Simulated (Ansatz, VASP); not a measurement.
Given: the input of a run of VASP 6.6.1 on Yb.

The input INCAR:

```
SYSTEM = Yb
PREC = Accurate ; ENCUT = 520
EDIFF = 1E-7 ; ISMEAR = -1
SIGMA = 0.05 ; LREAL = .False.
LASPH = .True. ; NELM = 150
ALGO = Normal ; ISIF = 2
LWAVE = .False. ; LCHARG = .True.
ISPIN = 2 ; MAGMOM = 0.8
LORBIT = 11 ; NUPDOWN = 0.8
LMAXMIX = 6 ; GGA = PE
LELF = .True. ; LVHAR = .True.
NBANDS = 22
```

Contents of KPOINTS:

```
Automatic mesh
0
Gamma
  7 7 7
  0 0 0
```

POSCAR

```
Yb
1.0
    0.0000000000      2.7431000000      2.7431000000
    2.7431000000      0.0000000000      2.7431000000
    2.7431000000      2.7431000000      0.0000000000
Yb
1
Direct
    0.0000000000      0.0000000000      0.0000000000
```

Potentials or basis: VASP PAW PBE potentials, release 64 (Yb).

Run with:

```console
$ cat potpaw_PBE.64/Yb/POTCAR > POTCAR
$ mpirun -np 1 vasp_std > vasp.out
```

Translate it to Ansatz 0.2.0. Potentials there: Ansatz PAW.

As run (the cutoff follows the program's own potentials):

input.yaml

```yaml
crystal:
  lattice:
    - [0.0, 2.7431, 2.7431]
    - [2.7431, 0.0, 2.7431]
    - [2.7431, 2.7431, 0.0]
  atoms:
    - { symbol: Yb, position: [0.0, 0.0, 0.0], spin: 0.8 }
hamiltonian:
  xc: pbe
  pseudopotentials: { kind: paw }
magnetization:
  spin_polarized: true
  initial_magnetization: 0.8
  spin_locking: { lock_magnetization: hard }
kpoints:
  mp_grid: { grid: [7, 7, 7] }
scf:
  occupations: { method: fermi_dirac, width: 0.05 }
  lower_state_search: "off"
output:
  forces: true
  stress: true
  eigenvalues: true
```

Potentials or basis: Ansatz PAW.

Command:

```bash
$ ansatz run input.yaml --threads 2 --pin off --max-ram 5632MiB --backend cpu --events-out ev --progress --plain --runs-dir out
```

Both were run:

|  | VASP | Ansatz | Ansatz less VASP |
| --- | --- | --- | --- |
| pressure (GPa) | -2.3 | -2.0 | +0.30 |
| net moment per atom (μB) | 0.80 | 0.80 | 0.000 |
| size of the moment on the site where the two differ most (μB) | 0.37 | 0.50 | +0.132 |

Site moments also hang on the region over which each program counts them.

Neither program's run includes spin-orbit coupling.
